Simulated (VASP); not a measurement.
Here is a VASP 6.6.1 calculation.

Contents of INCAR:

```
PREC     = Accurate       # precision mode
ENCUT    = 520            # plane-wave cutoff, eV
EDIFF    = 1E-6           # SCF threshold, eV
ISMEAR   = -1             # smearing method
SIGMA    = 0.05           # smearing width, eV
LREAL    = False          # projectors in reciprocal space
LASPH    = True           # aspherical terms in the spheres
NELM     = 80             # most SCF steps
ALGO     = Normal         # electronic algorithm
ISIF     = 2              # what is computed and relaxed
LWAVE    = False          # write WAVECAR
LCHARG   = False          # write CHGCAR
GGA      = PE             # functional
NBANDS   = 14             # bands
```

KPOINTS

```
Automatic mesh
0
Gamma
  7 7 7
```

File POSCAR:

```
NaI
1.0
    0.0000000000      3.1926595029      3.1926595029
    3.1926595029      0.0000000000      3.1926595029
    3.1926595029      3.1926595029      0.0000000000
I Na
1 1
Direct
    0.5000000000      0.5000000000      0.5000000000
    0.0000000000      0.0000000000      0.0000000000
```

Potentials or basis: VASP PAW PBE potentials, release 64 (I, Na_pv).

Command:

```console
$ cat potpaw_PBE.64/I/POTCAR potpaw_PBE.64/Na_pv/POTCAR > POTCAR
$ mpirun -np 1 vasp_std > vasp.out
```

(1) Predict the band gap on the k mesh.

(2) Estimate the pressure.

Answers

(1) 3.75 eV, direct.

(2) 1.2 GPa.

Caveat: spin-orbit coupling is left out, which moves the levels of the heavy elements.
